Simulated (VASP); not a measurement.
**Ag: single point with PBEsol**

Ag:

```xyz
1
Lattice="0.0000 2.0272 2.0272 2.0272 0.0000 2.0272 2.0272 2.0272 0.0000" Properties=species:S:1:pos:R:3 pbc="T T T"
Ag    0.0000    0.0000    0.0000
```

```
Program             : VASP 6.6.1
Task                : single point
Functional          : PBEsol
Potentials or basis : VASP PAW PBE potentials, release 64 (Ag)
Cutoff              : 520 eV
k mesh              : 18 × 18 × 18
Occupations         : gaussian, width 0.1 eV
Spin                : no spin polarisation
```

```json
{
  "Pressure": "-0.2 GPa",
  "Band gap on the k mesh": "zero (an odd number of electrons rules out a gap without spin polarisation)"
}
```

Levels at points of the mesh, in eV from the Fermi level:
```
           k point  band 3  band 4  band 5  band 6  band 7  band 8  band 9  band 10
(0.00, 0.00, 0.00)   -4.81   -4.81   -3.71   -3.71   16.08   19.79   19.79    19.79
(0.50, 0.00, 0.00)   -4.83   -2.88   -2.88   -0.47    3.76   15.32   18.10    18.10
(0.50, 0.50, 0.00)   -2.91   -2.67   -2.67    1.57    6.95   10.77   10.77    17.49
```

It took 32 s on 1 thread of Intel Xeon 8259CL, with other jobs on the host, peak memory 0.17 GiB.

Caveat: the PAW data sets were made with another functional, which shifts forces and pressure a little.
